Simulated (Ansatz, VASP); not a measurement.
## Si4O7: VASP beside Ansatz

The input INCAR:

```
SYSTEM = Si4O7
ALGO = Normal
EDIFF = 1E-6
ENCUT = 520
GGA = PE
ISIF = 2
ISMEAR = 0
LASPH = .True.
LCHARG = .True.
LELF = .True.
LREAL = .False.
LVHAR = .True.
LWAVE = .False.
NBANDS = 40
NELM = 100
PREC = Accurate
SIGMA = 0.05
```

The input KPOINTS:

```
k-points
0
Gamma
  4 4 4
  0 0 0
```

The input POSCAR:

```
Si4O7
1.0
    5.0799801732      0.0000000000      0.0000000000
    0.0000000000      5.0799801732      0.0000000000
    0.0000000000      0.0000000000      7.0914769300
Si O
4 7
Direct
    0.2944292339      0.2944292339      0.0000000000
    0.2055707661      0.7944292339      0.2500000000
    0.7055707661      0.7055707661      0.5000000000
    0.7944292339      0.2055707661      0.7500000000
    0.4053663613      0.7409644515      0.4248320116
    0.7590355485      0.9053663613      0.6748320116
    0.5946336387      0.2590355485      0.9248320116
    0.7409644515      0.4053663613      0.5751679884
    1.1084931601      1.0783000479      0.2341744261
    0.2590355485      0.5946336387      0.0751679884
    0.0946336387      0.2409644515      0.8251679884
```

Input for Ansatz:

```yaml
crystal:
  lattice:
    - [5.0799801732, 0.0, 0.0]
    - [0.0, 5.0799801732, 0.0]
    - [0.0, 0.0, 7.09147693]
  atoms:
    - { symbol: Si, position: [0.2944292339, 0.2944292339, 0.0] }
    - { symbol: Si, position: [0.2055707661, 0.7944292339, 0.25] }
    - { symbol: Si, position: [0.7055707661, 0.7055707661, 0.5] }
    - { symbol: Si, position: [0.7944292339, 0.2055707661, 0.75] }
    - { symbol: O, position: [0.4053663613, 0.7409644515, 0.4248320116] }
    - { symbol: O, position: [0.7590355485, 0.9053663613, 0.6748320116] }
    - { symbol: O, position: [0.5946336387, 0.2590355485, 0.9248320116] }
    - { symbol: O, position: [0.7409644515, 0.4053663613, 0.5751679884] }
    - { symbol: O, position: [1.1084931601, 1.0783000479, 0.2341744261] }
    - { symbol: O, position: [0.2590355485, 0.5946336387, 0.0751679884] }
    - { symbol: O, position: [0.0946336387, 0.2409644515, 0.8251679884] }
basis:
  ecutwfc: 420
kpoints:
  mp_grid: { grid: [4, 4, 4] }
hamiltonian:
  xc: pbe
  pseudopotentials: { kind: paw, azcp: { folder: soft_1 } }
scf:
  occupations: { method: gaussian, width: 0.05 }
output:
  forces: true
  stress: true
  eigenvalues: true
  write_density: true
  write_potential: true
  elf: true
  volumetric_format: npy
```

Change from the starting cell: O vacancy; atom 9 moved 0.750 of the way to it and +0.450 Å across, host rigid.

Alike in both runs: task single point; functional PBE; k mesh 4 × 4 × 4; occupations gaussian, width 0.05 eV; no spin polarisation.

|  | VASP | Ansatz |
| --- | --- | --- |
| version | VASP 6.6.1 | Ansatz 0.2.0 |
| potentials or method | VASP PAW PBE potentials, release 64 (Si, O), cutoff 520 eV | scalar-relativistic, plane waves, PAW |
| valence electrons in the cell | 58 | 58 |

|  | VASP | Ansatz | Ansatz less VASP |
| --- | --- | --- | --- |
| gap on the k mesh at the Fermi level (eV) | 1.14 | 1.13 | -0.003 |
| least direct gap on the mesh (eV) | 1.37 | 1.37 | 0.000 |
| pressure (GPa) | -0.4 | -0.5 | -0.09 |
| traceless stress, the component that is largest in VASP (GPa) | 5.39 | 5.26 | -0.135 |
| rms of the force components (eV/Å) | 1.619 | 1.598 | -0.0208 |

Atom by atom the forces differ by 0.034 eV/Å (rms over components).
